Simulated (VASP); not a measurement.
# CdSe in VASP: notebook

The runs below take CdSe through single point, with LDA.

Everything below comes from runs of VASP 6.6.1. Logs are shortened: lines on timing, memory, paths and dates and some standing lists are left out, and cuts for length are marked.

## Step 1: The cell of the first run

Symmetry: R3m, No. 160, trigonal system. Conventional cell: a = 4.364 Å, b = 4.364 Å, c = 10.529 Å, α = 90.00°, β = 90.00°, γ = 120.00°. Within 3.5 Å of Cd (site symmetry 3m) lie 4 Se at 2.63 to 2.67 Å. Se (site symmetry 3m) has 4 Cd at 2.63 to 2.67 Å within 3.5 Å.

## Step 2: Single point, LDA (equal xy, yz and zx shear strains of -1 %)

Input file INCAR:

```
  PREC = Accurate
  ENCUT = 520
  EDIFF = 1E-6
  ISMEAR = -1
  SIGMA = 0.03
  LREAL = F
  LASPH = T
  NELM = 60
  ALGO = Normal
  ISIF = 2
  LWAVE = F
  LCHARG = F
  NBANDS = 16
```

Input file KPOINTS:

```
Automatic mesh
0
Gamma
  8 8 8
```

Input file POSCAR:

```
CdSe
1.0
   -0.0307027120      3.0549198426      3.0549198426
    3.0549198426     -0.0307027120      3.0549198426
    3.0549198426      3.0549198426     -0.0307027120
Cd Se
1 1
Direct
    0.0000000000      0.0000000000      0.0000000000
    0.2500000000      0.2500000000      0.2500000000
```

Potentials or basis: VASP PAW LDA potentials, release 64 (Cd, Se).

The run is started by

```bash
> cat potpaw_LDA.64/Cd/POTCAR potpaw_LDA.64/Se/POTCAR > POTCAR
> mpirun -np 1 vasp_std > vasp.out
```

OUTCAR:

```text
PREC = Accurate
   ENCUT = 520
   EDIFF = 1E-6
   ISMEAR = -1
   LREAL = F
   LASPH = T
   NELM = 60
   ISIF = 2

 ion  position               nearest neighbor table
   1  0.000  0.000  0.000-   2 2.63   2 2.67   2 2.67   2 2.67
   2  0.250  0.250  0.250-   1 2.63   1 2.67   1 2.67   1 2.67

  LATTYP: Found a trigonal (rhomboedric) cell.
 ALAT       =     4.3204181679
 COS(alpha) =     0.4899250057

  Lattice vectors:

 A1 = (  -0.0307027120,   3.0549198426,   3.0549198426)
 A2 = (   3.0549198426,  -0.0307027120,   3.0549198426)
 A3 = (   3.0549198426,   3.0549198426,  -0.0307027120)

Analysis of symmetry for initial positions (statically):
=====================================================================
 Subroutine PRICEL returns:
 Original cell was already a primitive cell.

 Routine SETGRP: Setting up the symmetry group for a
 trigonal (rhombohedral) supercell.

 Subroutine GETGRP returns: Found  6 space group operations
 (whereof  6 operations were pure point group operations)
 out of a pool of 12 trial point group operations.

The static configuration has the point symmetry C_3v.

Analysis of symmetry for dynamics (positions and initial velocities):
=====================================================================
 Subroutine PRICEL returns:
 Original cell was already a primitive cell.

 Routine SETGRP: Setting up the symmetry group for a
 trigonal (rhombohedral) supercell.

 Subroutine GETGRP returns: Found  6 space group operations
 (whereof  6 operations were pure point group operations)
 out of a pool of 12 trial point group operations.

The dynamic configuration has the point symmetry C_3v.

 Subroutine INISYM returns: Found  6 space group operations
 (whereof  6 operations are pure point group operations),
 and found     1 'primitive' translations

----------------------------------------------------------------------------------------

                                     Primitive cell

  volume of cell :      57.8799

  direct lattice vectors                    reciprocal lattice vectors
    -0.030702712  3.054919843  3.054919843    -0.161223461  0.162860247  0.162860247
[... 69 lines left out ...]
   number of dos      NEDOS =    301   number of ions     NIONS =      2
   total plane-waves  NPLWV =  32768
   dimension x,y,z NGX =    32 NGY =   32 NGZ =   32
   dimension x,y,z NGXF=    64 NGYF=   64 NGZF=   64
   ions per type =               1   1
   NGX,Y,Z   is equivalent  to a cutoff of  12.31, 12.31, 12.31 a.u.
   NGXF,Y,Z  is equivalent  to a cutoff of  24.63, 24.63, 24.63 a.u.
 SYSTEM =  unknown system
   PREC   = accura    normal or accurate (medium, high low for compatibility)
   ISTART =      0    job   : 0-new  1-cont  2-samecut
   ICHARG =      2    charge: 1-file 2-atom 10-const
   ISPIN  =      1    spin polarized calculation?
   LNONCOLLINEAR =      F non collinear calculations
   LSORBIT =      F    spin-orbit coupling
   LASPH  =      T    aspherical Exc in radial PAW
   ENCUT  =  520.0 eV  38.22 Ry    6.18 a.u.   8.03  8.03  8.03*2*pi/ulx,y,z
   NELM   =     60;   NELMIN=  2; NELMDL= -5     # of ELM steps
   EDIFF  = 0.1E-05   stopping-criterion for ELM
   LREAL  =      F    real-space projection
[... 7 lines left out ...]
   TEBEG  =    0.0;   TEEND  =   0.0 temperature during run
   PSTRESS=    0.0 pullay stress
   NELECT =      18.0000    total number of electrons
   NUPDOWN=      -1.0000    fix difference up-down
   EMIN   =  10.00;   EMAX   =-10.00  energy-range for DOS
   EFERMI =   0.00;   METHOD = LEGACY
   ISMEAR =    -1;   SIGMA  =   0.03  broadening in eV -4-tet -1-fermi 0-gaus
   EFERMI_NEDOS =   21; number of points for ismear=-14 and -15
   IALGO  =     38    algorithm
   IMIX   =      4    mixing-type and parameters
     AMIX     =   0.40;   BMIX     =  1.00
     AMIX_MAG =   1.60;   BMIX_MAG =  1.00
  volume/ion in A,a.u.               =      28.94       195.30
  Fermi-wavevector in a.u.,A,eV,Ry     =   1.109149  2.095987 16.738038  1.230211
  Thomas-Fermi vector in A             =   2.245685
   LORBIT       =      0    0 simple, 1 ext, 2 COOP (PROOUT), +10 PAW based schemes
   GGA     = CA    functional components
   LHFCALC =     F    Hartree Fock is set to
   AEXX    =    0.0000 exact exchange contribution
   IVDW    =     0    specifies the selected vdW correction
   LEPSILON=     F    determine dielectric tensor
   LRPA    =     F    only Hartree local field effects (RPA)
 non-spin polarized calculation
  energy-cutoff  :      520.00
  volume of cell :       57.88
 maximum number of plane-waves:      1575
   NGX = 17   NGY = 17   NGZ = 17

 number of electron      18.0000006 magnetization

 Free energy of the ion-electron system (eV)
  ---------------------------------------------------
  ext. energy  EPLUGINS =         0.00000000
  ---------------------------------------------------
  free energy    TOTEN  =        -6.72945823 eV

  energy without entropy =       -6.72944212  energy(sigma->0) =       -6.72945018

 E-fermi :   0.7570     XC(G=0):  -9.1653

 val. band max:        0.6037108861   @ k =   0.0000   0.0000   0.0000
 cond. band min:       0.8918950818   @ k =   0.0000   0.0000   0.0000
 fundamental gap:      0.2881841956
 Fermi energy:         0.7569690590

 k-point     1 :       0.0000    0.0000    0.0000
  band No.  band energies     occupation
      1     -11.9082      2.00000
      2      -7.2835      2.00000
      3      -7.2686      2.00000
      4      -7.2686      2.00000
      5      -6.9239      2.00000
      6      -6.9239      2.00000
[... 433 lines left out ...]
      3      -7.1930      2.00000
      4      -6.9824      2.00000
      5      -6.9347      2.00000
      6      -6.8849      2.00000
[... 8 lines left out ...]
     15      11.0854      0.00000
     16      12.0093      0.00000

 [... further k-points ...]
[... 5 lines left out ...]
  --------------------------------------------------------------------------------------
  -------------------------------------------------------------------------------------
  Total       -1.0374309     -1.0374309     -1.0374309      0.1479724      0.1479724      0.1479724
  in kB      -28.7172101    -28.7172101    -28.7172101      4.0960374      4.0960374      4.0960374
  external PRESSURE =     -28.7172101 kB  Pullay stress =       0.0000000 kB

 VOLUME and BASIS-vectors are now :
 -----------------------------------------------------------------------------
  energy-cutoff  :      520.00
  volume of cell :       57.88
      direct lattice vectors                 reciprocal lattice vectors
    -0.030702712  3.054919843  3.054919843    -0.161223461  0.162860247  0.162860247
     3.054919843 -0.030702712  3.054919843     0.162860247 -0.161223461  0.162860247
     3.054919843  3.054919843 -0.030702712     0.162860247  0.162860247 -0.161223461

 POSITION                                       TOTAL-FORCE (eV/Angst)
 -----------------------------------------------------------------------------------
      0.00000      0.00000      0.00000        -0.051371     -0.051371     -0.051371
      1.51978      1.51978      1.51978         0.051371      0.051371      0.051371
 -----------------------------------------------------------------------------------
    total drift:                               -0.000033     -0.000033     -0.000032

  FREE ENERGIE OF THE ION-ELECTRON SYSTEM (eV)
  ---------------------------------------------------
  free  energy   TOTEN  =        -6.7294582340 eV

  energy  without entropy=       -6.7294421206  energy(sigma->0) =       -6.72945018
```

OSZICAR:

```text
N       E                     dE             d eps       ncg     rms          rms(c)
DAV:   1     0.108049369943E+03    0.10805E+03   -0.86422E+03  2104   0.100E+03
DAV:   2    -0.285650952488E+01   -0.11091E+03   -0.10448E+03  2520   0.249E+02
DAV:   3    -0.708609441878E+01   -0.42296E+01   -0.42225E+01  2456   0.506E+01
DAV:   4    -0.710468563197E+01   -0.18591E-01   -0.18591E-01  2632   0.337E+00
DAV:   5    -0.710480410006E+01   -0.11847E-03   -0.11847E-03  2544   0.230E-01    0.584E+00
DAV:   6    -0.675939979087E+01    0.34540E+00   -0.52761E-01  3200   0.888E+00    0.465E+00
DAV:   7    -0.673312204330E+01    0.26278E-01   -0.10961E-01  2544   0.231E+00    0.202E+00
DAV:   8    -0.672974685389E+01    0.33752E-02   -0.11232E-02  2408   0.129E+00    0.199E-01
DAV:   9    -0.672946430008E+01    0.28255E-03   -0.12166E-03  2640   0.463E-01    0.420E-02
DAV:  10    -0.672945324240E+01    0.11058E-04   -0.11064E-04  2408   0.142E-01    0.356E-02
DAV:  11    -0.672945865836E+01   -0.54160E-05   -0.17140E-05  2592   0.352E-02    0.137E-02
DAV:  12    -0.672945823396E+01    0.42440E-06   -0.10438E-06  1712   0.140E-02
   1 F= -.67294582E+01 E0= -.67294502E+01  d E =-.161134E-04
```

stdout:

```text
POSCAR found type information on POSCAR CdSe
 POSCAR found :  2 types and       2 ions
 scaLAPACK will be used
 LDA part: xc-table for (Slater(with rela. corr.)+CA(PZ))
 , standard interpolation
 POSCAR, INCAR and KPOINTS ok, starting setup
 FFT: planning ... GRIDC
 FFT: planning ... GRID_SOFT
 FFT: planning ... GRID
 WAVECAR not read
 entering main loop
```

It took 36 s on 1 thread of Intel Xeon 6975P-C, shared host; peak memory 0.19 GiB.

Results:

* Free energy: -6.7295 eV
* Pressure: -2.9 GPa
* Largest force: 0.089 eV/Å
* Band gap on the k mesh: 0.29 eV, direct

Forces on the atoms (eV/Å):
```
Cd  -0.051 -0.051 -0.051
Se   0.051  0.051  0.051
```

Stress tensor (GPa, compression positive):
```
-2.87  0.41  0.41
 0.41 -2.87  0.41
 0.41  0.41 -2.87
```

Caveat: the cell differs from its parent crystal (equal xy, yz and zx shear strains of -1 %).

## Step 3: Single point, LDA (equal xy, yz and zx shear strains of +2 %)

Input file INCAR:

```
SYSTEM = CdSe
  PREC = Accurate
  ENCUT = 520
  EDIFF = 1E-6
  ISMEAR = -1
  SIGMA = 0.03
  LREAL = .FALSE.
  LASPH = .TRUE.
  NELM = 100
  ALGO = Normal
  ISIF = 2
  LWAVE = .FALSE.
  LCHARG = .TRUE.
  GGA = CA
  LELF = .TRUE.
  LVHAR = .TRUE.
  NBANDS = 16
```

Input file KPOINTS:

```
Automatic mesh
0
G
  8 8 8
  0 0 0
```

Input file POSCAR:

```
CdSe
1.0
    0.0614054240      3.1009739106      3.1009739106
    3.1009739106      0.0614054240      3.1009739106
    3.1009739106      3.1009739106      0.0614054240
Cd Se
1 1
Direct
    0.0000000000      0.0000000000      0.0000000000
    0.2500000000      0.2500000000      0.2500000000
```

Potentials or basis: VASP PAW LDA potentials, release 64 (Cd, Se).

The run is started by

```bash
> cat potpaw_LDA.64/Cd/POTCAR potpaw_LDA.64/Se/POTCAR > POTCAR
> mpirun -np 1 vasp_std > vasp.out
```

OUTCAR:

```text
SYSTEM = CdSe
   PREC = Accurate
   ENCUT = 520
   EDIFF = 1E-6
   ISMEAR = -1
   LREAL = .FALSE.
   LASPH = .TRUE.
   NELM = 100
   ISIF = 2
   GGA = CA

 ion  position               nearest neighbor table
   1  0.000  0.000  0.000-   2 2.64   2 2.64   2 2.64   2 2.71
   2  0.250  0.250  0.250-   1 2.64   1 2.64   1 2.64   1 2.71

  LATTYP: Found a trigonal (rhomboedric) cell.
 ALAT       =     4.3858692428
 COS(alpha) =     0.5197000882

  Lattice vectors:

 A1 = (   0.0614054240,   3.1009739106,   3.1009739106)
 A2 = (   3.1009739106,   0.0614054240,   3.1009739106)
 A3 = (   3.1009739106,   3.1009739106,   0.0614054240)

Analysis of symmetry for initial positions (statically):
=====================================================================
 Subroutine PRICEL returns:
 Original cell was already a primitive cell.

 Routine SETGRP: Setting up the symmetry group for a
 trigonal (rhombohedral) supercell.

 Subroutine GETGRP returns: Found  6 space group operations
 (whereof  6 operations were pure point group operations)
 out of a pool of 12 trial point group operations.
[... 157 lines left out ...]
  ext. energy  EPLUGINS =         0.00000000
  ---------------------------------------------------
  free energy    TOTEN  =        -6.72363117 eV

  energy without entropy =       -6.72361386  energy(sigma->0) =       -6.72362251

 E-fermi :   0.7707     XC(G=0):  -9.1660

 val. band max:        0.6145775333   @ k =   0.0000   0.0000   0.0000
 cond. band min:       0.9023435712   @ k =   0.0000   0.0000   0.0000
 fundamental gap:      0.2877660379
 Fermi energy:         0.7706749595

 k-point     1 :       0.0000    0.0000    0.0000
  band No.  band energies     occupation
      1     -11.9095      2.00000
      2      -7.2837      2.00000
      3      -7.2837      2.00000
      4      -7.2551      2.00000
      5      -6.9238      2.00000
      6      -6.9238      2.00000
[... 433 lines left out ...]
      3      -7.1849      2.00000
      4      -6.9859      2.00000
      5      -6.9314      2.00000
      6      -6.8865      2.00000
[... 8 lines left out ...]
     15      10.8727      0.00000
     16      11.9001      0.00000

 [... further k-points ...]
[... 5 lines left out ...]
  --------------------------------------------------------------------------------------
  -------------------------------------------------------------------------------------
  Total       -1.0137160     -1.0137160     -1.0137160     -0.2722151     -0.2722151     -0.2722151
  in kB      -28.0670075    -28.0670075    -28.0670075     -7.5368863     -7.5368863     -7.5368863
  external PRESSURE =     -28.0670075 kB  Pullay stress =       0.0000000 kB

 VOLUME and BASIS-vectors are now :
 -----------------------------------------------------------------------------
  energy-cutoff  :      520.00
  volume of cell :       57.87
      direct lattice vectors                 reciprocal lattice vectors
     0.061405424  3.100973911  3.100973911    -0.166109750  0.162884318  0.162884318
     3.100973911  0.061405424  3.100973911     0.162884318 -0.166109750  0.162884318
     3.100973911  3.100973911  0.061405424     0.162884318  0.162884318 -0.166109750

 POSITION                                       TOTAL-FORCE (eV/Angst)
 -----------------------------------------------------------------------------------
      0.00000      0.00000      0.00000         0.083855      0.083855      0.083855
      1.56584      1.56584      1.56584        -0.083855     -0.083855     -0.083855
 -----------------------------------------------------------------------------------
    total drift:                                0.000054      0.000054      0.000054

  FREE ENERGIE OF THE ION-ELECTRON SYSTEM (eV)
  ---------------------------------------------------
  free  energy   TOTEN  =        -6.7236311701 eV

  energy  without entropy=       -6.7236138557  energy(sigma->0) =       -6.72362251
```

stdout:

```text
POSCAR found type information on POSCAR CdSe
 POSCAR found :  2 types and       2 ions
 scaLAPACK will be used
 LDA part: xc-table for (Slater(with rela. corr.)+CA(PZ))
 , standard interpolation
 POSCAR, INCAR and KPOINTS ok, starting setup
 FFT: planning ... GRIDC
 FFT: planning ... GRID_SOFT
 FFT: planning ... GRID
 WAVECAR not read
 entering main loop
```

Wall time 68 s (1 thread of Intel Xeon 6975P-C, shared host); peak memory 0.21 GiB.

Results:

- Free energy: -6.7236 eV
- Pressure: -2.8 GPa
- Largest force: 0.145 eV/Å
- Band gap on the k mesh: 0.29 eV, direct

Forces on the atoms (eV/Å):
```
Cd   0.084  0.084  0.084
Se  -0.084 -0.084 -0.084
```

Caveat: the cell differs from its parent crystal (equal xy, yz and zx shear strains of +2 %).

## Step 4: Single point, LDA (zz strain of -1 %)

Input file INCAR:

```
SYSTEM = CdSe
PREC     = Accurate       ! precision mode
ENCUT    = 520            ! plane-wave cutoff, eV
EDIFF    = 1E-6           ! SCF threshold, eV
ISMEAR   = -1             ! smearing method
SIGMA    = 0.03           ! smearing width, eV
LREAL    = .False.        ! projectors in reciprocal space
LASPH    = .True.         ! aspherical terms in the spheres
NELM     = 80             ! most SCF steps
ALGO     = Normal         ! electronic algorithm
ISIF     = 2              ! what is computed and relaxed
LWAVE    = .False.        ! write WAVECAR
LCHARG   = .True.         ! write CHGCAR
LELF     = .True.         ! ELF
LVHAR    = .True.       
NBANDS   = 16             ! bands
```

Input file KPOINTS:

```
Automatic mesh
0
Gamma
  8 8 8
  0 0 0
```

Input file POSCAR:

```
CdSe
1.0
    0.0000000000      3.0702711986      3.0395684866
    3.0702711986      0.0000000000      3.0395684866
    3.0702711986      3.0702711986      0.0000000000
Cd Se
1 1
Direct
    0.0000000000      0.0000000000      0.0000000000
    0.2500000000      0.2500000000      0.2500000000
```

The run is started by

```bash
> cat potpaw_LDA.64/Cd/POTCAR potpaw_LDA.64/Se/POTCAR > POTCAR
> mpirun -np 1 vasp_std > vasp.out
```

Run time: 27 s. Hardware: 1 thread of Intel Xeon Platinum 8488C (Sapphire Rapids), shared host; peak memory 0.19 GiB.

Results (log left out):

* Free energy: -6.7410 eV
* Pressure: -2.4 GPa
* Band gap on the k mesh: 0.30 eV, direct

Stress tensor (GPa, compression positive):
```
-2.52  0.00  0.00
 0.00 -2.52  0.00
 0.00  0.00 -2.31
```

Levels at points of the mesh, in eV from the valence-band top:
```csv
k point,band 7,band 8,band 9,band 10,band 11,band 12
"(0.00, 0.00, 0.00)",-0.03,-0.03,0.00,0.30,5.77,5.78
"(0.50, 0.00, 0.00)",-4.39,-0.78,-0.74,2.15,6.25,6.32
"(0.50, 0.50, 0.00)",-4.06,-1.87,-1.87,2.93,3.52,8.83
"(0.50, 0.00, 0.50)",-4.12,-1.84,-1.82,2.96,3.60,8.74
```

Caveat: the cell differs from its parent crystal (zz strain of -1 %).

## Step 5: The runs side by side

```csv
cell,gap on the mesh (eV),pressure (GPa),largest force (eV/Å)
"a = 4.320 Å, angles 60.7°, 2 atoms",0.29,-2.9,0.09
"a = 4.386 Å, angles 58.7°, 2 atoms",0.29,-2.8,0.15
"a = 4.320, b = 4.320, c = 4.342 Å, angles 59.8, 59.8, 60.3°, 2 atoms",0.30,-2.4,-
```

Alike in all rows: task single point; level LDA; potentials or basis VASP PAW LDA potentials, release 64 (Cd, Se); no spin polarisation; k mesh 8 × 8 × 8; cutoff (eV) 520; smearing fermi-dirac 0.03 eV.

Total energies depend on the potentials used, so only differences within one code and one set of settings carry meaning.
